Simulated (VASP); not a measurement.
# Te2Pb3Se (Imm2) in VASP: single point with PBE

Aim: the single point of Te2Pb3Se with PBE.

Program: VASP 6.6.1. These are calculated values, not measurements. Logs are shortened: lines on timing, memory, paths and dates and some standing lists are left out, and cuts for length are marked.

### Step 1. The cell of the first run

Symmetry: Imm2, No. 44, orthorhombic system. Conventional cell: a = 4.563 Å, b = 19.333 Å, c = 4.631 Å, α = 90.00°, β = 90.00°, γ = 90.00°. Within 4.2 Å of Te (site symmetry m) lie 6 Pb at 3.20 to 3.30 Å. Within 4.1 Å of Pb (site symmetry m) lie 1 Se at 3.12 Å and 5 Te at 3.20 to 3.30 Å. Pb (site symmetry mm2) has 4 Se at 3.01 to 3.51 Å and 2 Te at 3.27 Å within 4.0 Å. Se (site symmetry mm2) has 6 Pb at 3.01 to 3.51 Å within 4.0 Å.

### Step 2. Single point, PBE

Input file POSCAR:

```
Te2Pb3Se
1.0
   -2.2814524408      9.6664456891      2.3156846783
    2.2814524408     -9.6664456891      2.3156846783
    2.2814524408      9.6664456891     -2.3156846783
Te Pb Se
2 3 1
Direct
    0.3199577652      0.9882157567      0.3317420084
    0.6564737483      0.9882157567      0.6682579916
    0.1645619660      0.0035013859      0.1610605801
    0.8424408058      0.0035013859      0.8389394199
    0.5501789997      0.0501789997      0.5000000000
    0.9735114185      0.9735114185      0.0000000000
```

Input file INCAR.step1:

```
SYSTEM = Te2Pb3Se
ALGO = Normal
EDIFF = 1E-7
ENCUT = 520
GGA = PE
ISIF = 2
ISMEAR = 0
KPAR = 4
LASPH = .True.
LCHARG = .True.
LREAL = .False.
LWAVE = .False.
NBANDS = 39
NELM = 100
PREC = Accurate
SIGMA = 0.02
```

Input file KPOINTS.step1:

```
k-points
0
Gamma
  8 8 8
  0 0 0
```

Input file INCAR.step2:

```
SYSTEM = Te2Pb3Se
ALGO = Normal
EDIFF = 1E-7
ENCUT = 520
GGA = PE
ICHARG = 11
ISIF = 2
ISMEAR = -5
KPAR = 4
LASPH = .True.
LCHARG = .False.
LORBIT = 10
LREAL = .False.
LWAVE = .False.
NBANDS = 39
NEDOS = 2001
NELM = 100
PREC = Accurate
SIGMA = 0.02
```

Input file KPOINTS.step2:

```
k-points
0
Gamma
  12 12 12
  0 0 0
```

Potentials or basis: VASP PAW PBE potentials, release 64 (Te, Pb_d, Se).

Started as:

```bash
cat potpaw_PBE.64/Te/POTCAR potpaw_PBE.64/Pb_d/POTCAR potpaw_PBE.64/Se/POTCAR > POTCAR
cp INCAR.step1 INCAR
cp KPOINTS.step1 KPOINTS
mpirun -np 4 vasp_std > vasp.out
cp INCAR.step2 INCAR
cp KPOINTS.step2 KPOINTS
mpirun -np 4 vasp_std > vasp.out
```

OUTCAR:

```text
SYSTEM = Te2Pb3Se
   EDIFF = 1E-7
   ENCUT = 520
   GGA = PE
   ICHARG = 11
   ISIF = 2
   ISMEAR = -5
   LASPH = .True.
   LORBIT = 10
   LREAL = .False.
   NELM = 100
   PREC = Accurate

 ion  position               nearest neighbor table
   1  0.320  0.988  0.332-   4 3.20   4 3.20   5 3.27   3 3.30   4 3.30   4 3.30
   2  0.656  0.988  0.668-   3 3.20   3 3.20   5 3.27   4 3.30   3 3.30   3 3.30
   3  0.165  0.004  0.161-   6 3.12   2 3.20   2 3.20   1 3.30   2 3.30   2 3.30
   4  0.842  0.004  0.839-   6 3.12   1 3.20   1 3.20   2 3.30   1 3.30   1 3.30
   5  0.550  0.050  0.500-   6 3.01   6 3.01   1 3.27   2 3.27
   6  0.974  0.974  0.000-   5 3.01   5 3.01   3 3.12   4 3.12

  LATTYP: Found a body centered orthorhombic cell.
 ALAT       =     4.5629048816
 B/A-ratio  =     1.0150045808
 C/A-ratio  =     4.2369700618

  Lattice vectors:

 A1 = (   2.2814524408,  -9.6664456891,  -2.3156846783)
 A2 = (  -2.2814524408,  -9.6664456891,   2.3156846783)
 A3 = (  -2.2814524408,   9.6664456891,  -2.3156846783)

Analysis of symmetry for initial positions (statically):
=====================================================================
 Subroutine PRICEL returns:
 Original cell was already a primitive cell.

 Routine SETGRP: Setting up the symmetry group for a
 body centered orthorhombic supercell.

 Subroutine GETGRP returns: Found  4 space group operations
 (whereof  4 operations were pure point group operations)
 out of a pool of  8 trial point group operations.

The static configuration has the point symmetry C_2v.

Analysis of symmetry for dynamics (positions and initial velocities):
=====================================================================
 Subroutine PRICEL returns:
 Original cell was already a primitive cell.

 Routine SETGRP: Setting up the symmetry group for a
 body centered orthorhombic supercell.

 Subroutine GETGRP returns: Found  4 space group operations
 (whereof  4 operations were pure point group operations)
 out of a pool of  8 trial point group operations.

The dynamic configuration has the point symmetry C_2v.

 Subroutine INISYM returns: Found  4 space group operations
 (whereof  4 operations are pure point group operations),
 and found     1 'primitive' translations

----------------------------------------------------------------------------------------

                                     Primitive cell

[... 107 lines left out ...]
   ISYM   =      2    0-nonsym 1-usesym 2-fastsym
   POTIM  = 0.5000    time-step for ionic-motion
   TEBEG  =    0.0;   TEEND  =   0.0 temperature during run
   PSTRESS=    0.0 pullay stress
   NELECT =      60.0000    total number of electrons
   NUPDOWN=      -1.0000    fix difference up-down
   EMIN   =  10.00;   EMAX   =-10.00  energy-range for DOS
   EFERMI =   0.00;   METHOD = LEGACY
   ISMEAR =    -5;   SIGMA  =   0.02  broadening in eV -4-tet -1-fermi 0-gaus
   EFERMI_NEDOS =   21; number of points for ismear=-14 and -15
   IALGO  =     38    algorithm
   IMIX   =      4    mixing-type and parameters
     AMIX     =   0.40;   BMIX     =  1.00
     AMIX_MAG =   1.60;   BMIX_MAG =  1.00
  volume/ion in A,a.u.               =      34.05       229.75
  Fermi-wavevector in a.u.,A,eV,Ry     =   1.088227  2.056450 16.112526  1.184237
  Thomas-Fermi vector in A             =   2.224404
   LORBIT       =     10    0 simple, 1 ext, 2 COOP (PROOUT), +10 PAW based schemes
   GGA     = PE    functional components
   LHFCALC =     F    Hartree Fock is set to
   AEXX    =    0.0000 exact exchange contribution
   IVDW    =     0    specifies the selected vdW correction
   LEPSILON=     F    determine dielectric tensor
   LRPA    =     F    only Hartree local field effects (RPA)
 non-spin polarized calculation
 Fermi weights with tetrahedron method with Bloechl corrections
  energy-cutoff  :      520.00
  volume of cell :      204.28
 maximum number of plane-waves:      5538
 NGX is ok and might be reduce to    80

 number of electron      60.0000000 magnetization

 Free energy of the ion-electron system (eV)
  ---------------------------------------------------
  ext. energy  EPLUGINS =         0.00000000
  ---------------------------------------------------
  free energy    TOTEN  =       -23.14478837 eV

  energy without entropy =      -23.14478837  energy(sigma->0) =      -23.14478837

 E-fermi :   4.7174     XC(G=0):  -9.0853

 val. band max:        4.7076231987   @ k =   0.5000   0.5000   0.0000
 cond. band min:       5.4333036096   @ k =   0.5000   0.5000   0.0000
 fundamental gap:      0.7256804109
 Fermi energy:         4.7174168072

 k-point     1 :       0.0000    0.0000    0.0000
  band No.  band energies     occupation
      1     -12.0511      2.00000
      2     -12.0284      2.00000
      3     -12.0218      2.00000
      4     -12.0133      2.00000
      5     -12.0012      2.00000
      6     -11.9388      2.00000
[... 997 lines left out ...]
     38       8.4256      0.00000
     39       9.0528      0.00000

 [... further k-points ...]
[... 5 lines left out ...]
  --------------------------------------------------------------------------------------
  -------------------------------------------------------------------------------------
  Total       -0.0257232     -0.0426475     -0.0320396      0.0000000      0.0000000      0.0000000
  in kB       -0.2017521     -0.3344922     -0.2512925      0.0000000      0.0000000      0.0000000
  external PRESSURE =      -0.2625123 kB  Pullay stress =       0.0000000 kB

 VOLUME and BASIS-vectors are now :
 -----------------------------------------------------------------------------
  energy-cutoff  :      520.00
  volume of cell :      204.28
      direct lattice vectors                 reciprocal lattice vectors
    -2.281452441  9.666445689  2.315684678     0.000000000  0.051725320  0.215918862
     2.281452441 -9.666445689  2.315684678     0.219158634  0.000000000  0.215918862
     2.281452441  9.666445689 -2.315684678     0.219158634  0.051725320  0.000000000

 POSITION                                       TOTAL-FORCE (eV/Angst)
 -----------------------------------------------------------------------------------
      2.28145     -3.25291      2.26111         0.000000     -0.001124      0.003228
      2.28145      3.25291      2.26111        -0.000000      0.001124      0.003228
      0.00000      3.11377      0.01622        -0.000000      0.003254     -0.003315
      0.00000     16.21912      0.01622        -0.000000     -0.003254     -0.003315
      0.00000      9.66645      0.23240         0.000000      0.000000     -0.005028
      0.00000      0.00000      4.50869        -0.000000      0.000000      0.005201
 -----------------------------------------------------------------------------------
    total drift:                                0.003602     -0.015109      0.000322

  FREE ENERGIE OF THE ION-ELECTRON SYSTEM (eV)
  ---------------------------------------------------
  free  energy   TOTEN  =       -23.1447883746 eV

  energy  without entropy=      -23.1447883746  energy(sigma->0) =      -23.14478837

 total charge

# of ion       s       p       d       tot
------------------------------------------
    1        1.373   1.999   0.017   3.388
    2        1.373   1.999   0.017   3.388
    3        1.464   0.555   9.832  11.851
    4        1.464   0.555   9.832  11.851
    5        1.467   0.527   9.830  11.824
    6        1.466   2.299   0.012   3.778
--------------------------------------------------
tot          8.608   7.933  29.539  46.080
```

OUTCAR.step1:

```text
SYSTEM = Te2Pb3Se
   EDIFF = 1E-7
   ENCUT = 520
   GGA = PE
   ISIF = 2
   ISMEAR = 0
   LASPH = .True.
   LREAL = .False.
[... 1246 lines left out ...]
      0.00000     16.21912      0.01622         0.000000     -0.002922     -0.000813
      0.00000      9.66645      0.23240         0.000000     -0.000000     -0.005311
      0.00000      0.00000      4.50869        -0.000000     -0.000000      0.005537
 -----------------------------------------------------------------------------------
    total drift:                                0.000000      0.000000     -0.000049

  FREE ENERGIE OF THE ION-ELECTRON SYSTEM (eV)
  ---------------------------------------------------
  free  energy   TOTEN  =       -23.1450716542 eV

  energy  without entropy=      -23.1450716542  energy(sigma->0) =      -23.14507165
```

OSZICAR.step1:

```text
N       E                     dE             d eps       ncg     rms          rms(c)
DAV:   1     0.616179929775E+03    0.61618E+03   -0.26600E+04  7410   0.153E+03
DAV:   2     0.464574621743E+02   -0.56972E+03   -0.55274E+03  7585   0.411E+02
DAV:   3    -0.201955145739E+02   -0.66653E+02   -0.64362E+02  9533   0.162E+02
DAV:   4    -0.236079517641E+02   -0.34124E+01   -0.33940E+01  8823   0.395E+01
DAV:   5    -0.237699613818E+02   -0.16201E+00   -0.16198E+00  9075   0.858E+00    0.523E+00
DAV:   6    -0.231375673484E+02    0.63239E+00   -0.10706E+00 11156   0.602E+00    0.323E+00
DAV:   7    -0.231406438043E+02   -0.30765E-02   -0.44455E-01  8265   0.265E+00    0.144E+00
DAV:   8    -0.231454449595E+02   -0.48012E-02   -0.47714E-02  9396   0.165E+00    0.320E-01
DAV:   9    -0.231447072906E+02    0.73767E-03   -0.79806E-03  8908   0.560E-01    0.189E-01
DAV:  10    -0.231449762424E+02   -0.26895E-03   -0.13078E-03  8562   0.155E-01    0.935E-02
DAV:  11    -0.231450756241E+02   -0.99382E-04   -0.19255E-04  9236   0.684E-02    0.328E-02
DAV:  12    -0.231450690883E+02    0.65359E-05   -0.42758E-05 10643   0.366E-02    0.178E-02
DAV:  13    -0.231450707324E+02   -0.16441E-05   -0.25555E-05  8791   0.321E-02    0.831E-03
DAV:  14    -0.231450716784E+02   -0.94599E-06   -0.40454E-06  8714   0.863E-03    0.226E-03
DAV:  15    -0.231450716542E+02    0.24173E-07   -0.37667E-07  7672   0.271E-03
   1 F= -.23145072E+02 E0= -.23145072E+02  d E =-.224840E-18
```

Wall time 23 min (4 MPI ranks of Intel Xeon Platinum 8559C (Emerald Rapids), shared host); peak memory 2.3 GiB.

What came out:

```yaml
Valence_electrons_inside_the_program's_atomic_spheres: Te 3.39; Pb 11.85, 11.82 (each value once); Se 3.78
```

Levels at points of the mesh, in eV from the valence-band top:
```
           k point  band 26  band 27  band 28  band 29  band 30  band 31  band 32  band 33  band 34  band 35
(0.00, 0.00, 0.00)    -2.19    -2.15    -1.29    -1.26    -1.23     3.24     3.74     3.81     4.12     4.22
(0.50, 0.00, 0.00)    -0.79    -0.73    -0.69    -0.34    -0.02     0.76     1.43     1.58     1.59     1.69
(0.00, 0.50, 0.00)    -2.95    -2.61    -2.53    -1.29    -1.02     2.75     2.86     3.58     4.14     4.66
(0.50, 0.50, 0.00)    -0.87    -0.81    -0.68    -0.40     0.00     0.73     1.36     1.47     1.50     1.72
(0.50, 0.50, 0.50)    -1.68    -1.66    -1.52    -0.64    -0.09     1.76     2.10     3.15     3.96     4.13
```

Caveat: spin-orbit coupling is left out, which moves the levels of the heavy elements.
